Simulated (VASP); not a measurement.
# Re (Pm-3m) in VASP: notebook

Runs on Re. Level: r2SCAN. Tasks: relaxation of cell and atoms.

Program: VASP 6.6.1. These are calculated values, not measurements. Logs are shortened: lines on timing, memory, paths and dates and some standing lists are left out, and cuts for length are marked.

## 1. The cell of the first run

The structure is cubic, space group Pm-3m (No. 221). The conventional cell has a = 2.530 Å, b = 2.530 Å, c = 2.530 Å, α = 90.00°, β = 90.00°, γ = 90.00°. Re (site symmetry m-3m) has 6 Re at 2.53 Å within 3.3 Å.

This isn't the form of Re at room conditions, which is hcp.

## 2. Relaxation of cell and atoms, r2SCAN

POSCAR reads:

```
Re
1.0
    2.5300000000      0.0000000000      0.0000000000
    0.0000000000      2.5300000000      0.0000000000
    0.0000000000      0.0000000000      2.5300000000
Re
1
Direct
    0.0000000000      0.0000000000      0.0000000000
```

INCAR.step1 reads:

```
SYSTEM = Re
PREC = Accurate ; ENCUT = 600
ISMEAR = -1 ; SIGMA = 0.1
LREAL = .False. ; LASPH = .True.
NELM = 80 ; GGA = PE
ALGO = Normal ; EDIFF = 1E-4
LWAVE = .True. ; LCHARG = .False.
```

INCAR.step2 reads:

```
SYSTEM = Re
PREC = Accurate ; ENCUT = 600
EDIFF = 1E-6 ; ISMEAR = -1
SIGMA = 0.1 ; LREAL = .False.
LASPH = .True. ; NELM = 80
ALGO = Normal ; ISIF = 3
LWAVE = .False. ; LCHARG = .False.
METAGGA = R2SCAN ; LMIXTAU = .True.
IBRION = 2 ; NSW = 60
EDIFFG = -0.03 ; ISTART = 1
```

KPOINTS reads:

```
regular mesh
0
Gamma
  10 10 10
  0 0 0
```

Potentials or basis: VASP PAW PBE potentials, release 64 (Re).

The run is started by

```console
$ cat potpaw_PBE.64/Re/POTCAR > POTCAR
$ cp INCAR.step1 INCAR
$ mpirun -np 1 vasp_std > vasp.out
$ cp INCAR.step2 INCAR
$ mpirun -np 1 vasp_std > vasp.out
```

OUTCAR:

```text
SYSTEM = Re
   PREC = Accurate
   ENCUT = 600
   EDIFF = 1E-6
   ISMEAR = -1
   LREAL = .False.
   LASPH = .True.
   NELM = 80
   ISIF = 3
   METAGGA = R2SCAN
   IBRION = 2
   NSW = 60
   EDIFFG = -0.03
   ISTART = 1

 ion  position               nearest neighbor table
   1  0.000  0.000  0.000-

  LATTYP: Found a simple cubic cell.
 ALAT       =     2.5300000000

  Lattice vectors:

 A1 = (   2.5300000000,   0.0000000000,   0.0000000000)
 A2 = (   0.0000000000,   2.5300000000,   0.0000000000)
 A3 = (   0.0000000000,   0.0000000000,   2.5300000000)

Analysis of symmetry for initial positions (statically):
=====================================================================
 Subroutine PRICEL returns:
 Original cell was already a primitive cell.

 Routine SETGRP: Setting up the symmetry group for a
 simple cubic supercell.

 Subroutine GETGRP returns: Found 48 space group operations
 (whereof 48 operations were pure point group operations)
 out of a pool of 48 trial point group operations.

The static configuration has the point symmetry O_h .

Analysis of symmetry for dynamics (positions and initial velocities):
=====================================================================
 Subroutine PRICEL returns:
 Original cell was already a primitive cell.

 Routine SETGRP: Setting up the symmetry group for a
 simple cubic supercell.

 Subroutine GETGRP returns: Found 48 space group operations
 (whereof 48 operations were pure point group operations)
 out of a pool of 48 trial point group operations.

The dynamic configuration has the point symmetry O_h .

 Subroutine INISYM returns: Found 48 space group operations
 (whereof 48 operations are pure point group operations),
 and found     1 'primitive' translations

----------------------------------------------------------------------------------------

                                     Primitive cell

  volume of cell :      16.1943

  direct lattice vectors                    reciprocal lattice vectors
     2.530000000  0.000000000  0.000000000     0.395256917  0.000000000  0.000000000
     0.000000000  2.530000000  0.000000000     0.000000000  0.395256917  0.000000000
     0.000000000  0.000000000  2.530000000     0.000000000  0.000000000  0.395256917

  length of vectors
     2.530000000  2.530000000  2.530000000     0.395256917  0.395256917  0.395256917
[... 85 lines left out ...]
   ISIF   =      3    stress and relaxation
   ISYM   =      2    0-nonsym 1-usesym 2-fastsym
   POTIM  = 0.5000    time-step for ionic-motion
   TEBEG  =    0.0;   TEEND  =   0.0 temperature during run
   PSTRESS=    0.0 pullay stress
   NELECT =       7.0000    total number of electrons
   NUPDOWN=      -1.0000    fix difference up-down
   EMIN   =  10.00;   EMAX   =-10.00  energy-range for DOS
   EFERMI =   0.00;   METHOD = LEGACY
   ISMEAR =    -1;   SIGMA  =   0.10  broadening in eV -4-tet -1-fermi 0-gaus
   EFERMI_NEDOS =   21; number of points for ismear=-14 and -15
   IALGO  =     38    algorithm
   IMIX   =      4    mixing-type and parameters
     AMIX     =   0.40;   BMIX     =  1.00
     AMIX_MAG =   1.60;   BMIX_MAG =  1.00
  volume/ion in A,a.u.               =      16.19       109.28
  Fermi-wavevector in a.u.,A,eV,Ry     =   1.237809  2.339120 20.846456  1.532171
  Thomas-Fermi vector in A             =   2.372361
   LORBIT       =      0    0 simple, 1 ext, 2 COOP (PROOUT), +10 PAW based schemes
   METAGGA = R2SCAN    functional components
   LHFCALC =     F    Hartree Fock is set to
   AEXX    =    0.0000 exact exchange contribution
   IVDW    =     0    specifies the selected vdW correction
   LEPSILON=     F    determine dielectric tensor
   LRPA    =     F    only Hartree local field effects (RPA)
 conjugate gradient relaxation of ions
 non-spin polarized calculation
  energy-cutoff  :      600.00
  volume of cell :       16.19
 maximum number of plane-waves:       554
   NGX = 11   NGY = 11   NGZ = 11

--------------------------------------- Ionic step        1  -------------------------------------------

 number of electron       6.9999998 magnetization

 Free energy of the ion-electron system (eV)
  ---------------------------------------------------
  ext. energy  EPLUGINS =         0.00000000
  ---------------------------------------------------
  free energy    TOTEN  =       -51.06300485 eV

  energy without entropy =      -51.04198217  energy(sigma->0) =      -51.05249351

------------------------ aborting loop because EDIFF is reached ----------------------------------------

  FORCE on cell =-STRESS in cart. coord.  units (eV):
  Direction    XX          YY          ZZ          XY          YZ          ZX
  --------------------------------------------------------------------------------------
  -------------------------------------------------------------------------------------
  Total        1.0635454      1.0635454      1.0635454      0.0000000     -0.0000000      0.0000000
  in kB      105.2216408    105.2216408    105.2216408      0.0000000     -0.0000000      0.0000000
  external PRESSURE =     105.2216408 kB  Pullay stress =       0.0000000 kB
[... 92 lines left out ...]
--------------------------------------- Ionic step        4  -------------------------------------------

 number of electron       7.0000000 magnetization

 Free energy of the ion-electron system (eV)
  ---------------------------------------------------
  ext. energy  EPLUGINS =         0.00000000
  ---------------------------------------------------
  free energy    TOTEN  =       -51.08107017 eV

  energy without entropy =      -51.05844126  energy(sigma->0) =      -51.06975571

 E-fermi :   6.7496     XC(G=0): -13.9143

 val. band max:        6.6904332239   @ k =   0.5000   0.0000   0.0000
 cond. band min:       6.7575777586   @ k =   0.5000   0.1000   0.0000
 fundamental gap:      0.0671445347
 Fermi energy:         6.7495973074

 k-point     1 :       0.0000    0.0000    0.0000
  band No.  band energies     occupation
      1      -2.9793      2.00000
      2       0.8926      2.00000
      3       0.8926      2.00000
      4      10.5212      0.00000
      5      10.5212      0.00000
      6      10.5212      0.00000
      7      23.1524      0.00000
[... 221 lines left out ...]
 k-point    24 :       0.3000    0.1000    0.1000
  band No.  band energies     occupation
      1      -0.0115      2.00000
      2       2.1275      2.00000
      3       3.9635      2.00000
      4       7.1897      0.02424
      5       7.6959      0.00016
      6       9.8511      0.00000
      7      17.4822      0.00000

 [... further k-points ...]
[... 5 lines left out ...]
  --------------------------------------------------------------------------------------
  -------------------------------------------------------------------------------------
  Total       -0.0002591     -0.0002591     -0.0002591      0.0000000      0.0000000      0.0000000
  in kB       -0.0247596     -0.0247596     -0.0247596      0.0000000      0.0000000      0.0000000
  external PRESSURE =      -0.0247596 kB  Pullay stress =       0.0000000 kB
[... 16 lines left out ...]
  FREE ENERGIE OF THE ION-ELECTRON SYSTEM (eV)
  ---------------------------------------------------
  free  energy   TOTEN  =       -51.0810701695 eV

  energy  without entropy=      -51.0584412559  energy(sigma->0) =      -51.06975571

 reached required accuracy - stopping structural energy minimisation
```

OUTCAR.step1:

```text
SYSTEM = Re
   PREC = Accurate
   ENCUT = 600
   ISMEAR = -1
   LREAL = .False.
   LASPH = .True.
[... 456 lines left out ...]
 -----------------------------------------------------------------------------------
      0.00000      0.00000      0.00000         0.000000      0.000000      0.000000
 -----------------------------------------------------------------------------------
    total drift:                               -0.000000      0.000000     -0.000000

  FREE ENERGIE OF THE ION-ELECTRON SYSTEM (eV)
  ---------------------------------------------------
  free  energy   TOTEN  =       -11.0538495175 eV

  energy  without entropy=      -11.0296368423  energy(sigma->0) =      -11.04174318
```

OSZICAR.step1:

```text
N       E                     dE             d eps       ncg     rms          rms(c)
DAV:   1     0.792428381657E+01    0.79243E+01   -0.37760E+03  1225   0.119E+03
DAV:   2    -0.106522806393E+02   -0.18577E+02   -0.17573E+02   868   0.116E+02
DAV:   3    -0.115200013020E+02   -0.86772E+00   -0.86019E+00  1288   0.301E+01
DAV:   4    -0.115227835974E+02   -0.27823E-02   -0.27822E-02   910   0.194E+00
DAV:   5    -0.115228105245E+02   -0.26927E-04   -0.26927E-04  1442   0.331E-01    0.272E+01
DAV:   6    -0.111734407160E+02    0.34937E+00   -0.42625E-01  1239   0.194E+01    0.123E+01
DAV:   7    -0.110579974587E+02    0.11544E+00   -0.30144E-01  1225   0.159E+01    0.348E-01
DAV:   8    -0.110539434375E+02    0.40540E-02   -0.23820E-03   875   0.981E-01    0.138E-01
DAV:   9    -0.110538495175E+02    0.93920E-04   -0.17239E-04   966   0.173E-01
   1 F= -.11053850E+02 E0= -.11041743E+02  d E =-.242127E-01
```

It took 47 s on 1 thread of AMD EPYC 9R45 (Zen 5), shared host; peak memory 0.11 GiB.

What came out:

| Property | Result |
| --- | --- |
| Free energy | -51.0811 eV |
| Relaxed volume | 16.76 Å³/atom |
| Relaxed cell | a = 2.559 Å, b = 2.559 Å, c = 2.559 Å, α = 90.00°, β = 90.00°, γ = 90.00° |
| Space group after relaxing (to 0.1 Å) | Pm-3m (No. 221) |
| Energy gained by relaxing | 18.1 meV/atom |
| Ionic steps | 4 |
| Pressure after relaxing | 0.0 GPa |
| Band gap on the k mesh | zero (an odd number of electrons rules out a gap without spin polarisation) |

Step by step:
| step | energy change (eV) | largest force (eV/Å) | pressure (GPa) | volume (Å³) |
| --- | --- | --- | --- | --- |
| 1 | 0.0000 | 0.0000 | 10.52 | 16.19 |
| 2 | 0.1621 | 0.0000 | -25.27 | 18.82 |
| 3 | -0.0180 | 0.0000 | -0.46 | 16.79 |
| 4 | -0.0181 | 0.0000 | 0.00 | 16.76 |

Final structure:
```
Re
1.0
     2.55937    0.00000    0.00000
     0.00000    2.55937    0.00000
     0.00000    0.00000    2.55937
Re
1
Direct
  0.00000 0.00000 0.00000
```

Caveat: the PAW data sets were made with another functional, which shifts forces and pressure a little; spin-orbit coupling is left out, which moves the levels of the heavy elements.

## 3. Relaxation of cell and atoms, r2SCAN, target pressure 20 GPa, at which the enthalpy is minimised

POSCAR is that of step 2.

INCAR.step1, as its differences from that of step 2:

```diff
@@ -4,3 +4,3 @@
 LREAL = .False. ; LASPH = .True.
-NELM = 80 ; GGA = PE
+NELM = 100 ; GGA = PE
 ALGO = Normal ; EDIFF = 1E-4
```

INCAR.step2 reads:

```
SYSTEM = Re
PREC = Accurate ; ENCUT = 600
EDIFF = 1E-6 ; ISMEAR = -1
SIGMA = 0.1 ; LREAL = .False.
LASPH = .True. ; NELM = 100
ALGO = Normal ; ISIF = 3
LWAVE = .False. ; LCHARG = .False.
METAGGA = R2SCAN ; LMIXTAU = .True.
IBRION = 2 ; NSW = 60
EDIFFG = -0.03 ; PSTRESS = 200.0
ISTART = 1
```

KPOINTS is that of step 2.

Potentials or basis: VASP PAW PBE potentials, release 64 (Re).

The run is started by

```console
$ cat potpaw_PBE.64/Re/POTCAR > POTCAR
$ cp INCAR.step1 INCAR
$ mpirun -np 1 vasp_std > vasp.out
$ cp INCAR.step2 INCAR
$ mpirun -np 1 vasp_std > vasp.out
```

Run time: 48 s. Hardware: 1 thread of AMD EPYC 9R45 (Zen 5), shared host; peak memory 0.11 GiB.

It converged, with:

```yaml
Free_energy: -51.0220 eV
Relaxed_volume: 15.76 Å³/atom
Relaxed_cell: a = 2.507 Å, b = 2.507 Å, c = 2.507 Å, α = 90.00°, β = 90.00°, γ = 90.00°
Space_group_after_relaxing_to_0.1_Å: Pm-3m (No. 221)
Energy_change_on_relaxing_the_run_minimises_the_enthalpy: +41.0 meV/atom
Ionic_steps: 4
Pressure_after_relaxing: 19.9 GPa
Band_gap_on_the_k_mesh: zero (an odd number of electrons rules out a gap without spin polarisation)
```

The path:
```tsv
step	energy change (eV)	largest force (eV/Å)	pressure (GPa)	volume (Å³)
1	0.0000	0.0000	10.52	16.19
2	0.5056	0.0000	71.84	14.05
3	0.0386	0.0000	19.48	15.78
4	0.0410	0.0000	19.92	15.76
```

Final structure:
```cif
data_structure
_symmetry_space_group_name_H-M 'P 1'
_symmetry_Int_Tables_number 1
_cell_length_a 2.5071
_cell_length_b 2.5071
_cell_length_c 2.5071
_cell_angle_alpha 90.000
_cell_angle_beta 90.000
_cell_angle_gamma 90.000
_cell_volume 15.76
loop_
_atom_site_label
_atom_site_type_symbol
_atom_site_fract_x
_atom_site_fract_y
_atom_site_fract_z
_atom_site_occupancy
Re1 Re 0.00000 0.00000 0.00000 1
```

Levels at points of the mesh, in eV from the Fermi level:
| k point | band 1 | band 2 | band 3 | band 4 | band 5 | band 6 | band 7 |
| --- | --- | --- | --- | --- | --- | --- | --- |
| (0.00, 0.00, 0.00) | -10.16 | -6.31 | -6.31 | 4.14 | 4.14 | 4.14 | 16.97 |
| (0.50, 0.00, 0.00) | -6.48 | -5.22 | -1.11 | -0.09 | -0.09 | 4.59 | 9.64 |
| (0.50, 0.50, 0.00) | -7.35 | -4.41 | 0.75 | 0.75 | 5.22 | 5.22 | 7.00 |
| (0.50, 0.50, 0.50) | -5.56 | -5.56 | -5.56 | 7.31 | 7.31 | 8.46 | 13.22 |

Caveat: the cell is relaxed towards a set pressure, so the run minimises the enthalpy, not the energy; the PAW data sets were made with another functional, which shifts forces and pressure a little; spin-orbit coupling is left out, which moves the levels of the heavy elements.

(Part 1 of 2 ends here.)

The gap in the log of VASP goes by the Fermi energy; the results here count the filled bands.